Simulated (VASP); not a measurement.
Write the native input for VASP 6.6.1 that does the following.

- Task: single point
- Functional: PBEsol
- Potentials or basis: VASP PAW PBE potentials, release 64 (Pt, P)
- Cutoff: 520 eV
- k mesh: 10 × 10 × 6
- Occupations: gaussian, width 0.05 eV
- Spin: no spin polarisation
- Dipole correction: no
- Further INCAR settings: ALGO = Normal; EDIFF = 1e-06; NBANDS = 23

The structure of PPt lies in POSCAR:

```
PPt
1.0
    3.5424172567      0.0000000000      0.0000000000
   -1.7712086283      3.0678233351      0.0000000000
    0.0000000000      0.0000000000      6.6437947906
Pt P
2 2
Direct
    0.6666666667      0.3333333333     -0.0120809590
    0.3333333333      0.6666666667      0.4879190410
    0.6666666667      0.3333333333      0.6372809590
    0.3333333333      0.6666666667      0.1372809590
```

The input as run:

INCAR

```
ALGO = Normal ; EDIFF = 1E-6
ENCUT = 520 ; GGA = PS
ISIF = 2 ; ISMEAR = 0
LASPH = T ; LCHARG = T
LELF = T ; LREAL = F
LVHAR = T ; LWAVE = F
NBANDS = 23 ; NELM = 80
PREC = Accurate ; SIGMA = 0.05
```

KPOINTS

```
k-points
0
Gamma
  10 10 6
```

Potentials or basis: VASP PAW PBE potentials, release 64 (Pt, P).

Run with:

```bash
$ cat potpaw_PBE.64/Pt/POTCAR potpaw_PBE.64/P/POTCAR > POTCAR
$ mpirun -np 1 vasp_std > vasp.out
```

It gave:

```
Pressure               : 2.7 GPa
Largest force          : 0.014 eV/Å
Band gap on the k mesh : zero (bands 15 and 16 overlap by 3.95 eV)
```

Caveat: the PAW data sets were made with another functional, which shifts forces and pressure a little; spin-orbit coupling is left out, which moves the levels of the heavy elements.

Run time: 2.4 min on 1 thread of Intel Xeon 8259CL, on a shared host, peak memory 0.24 GiB.
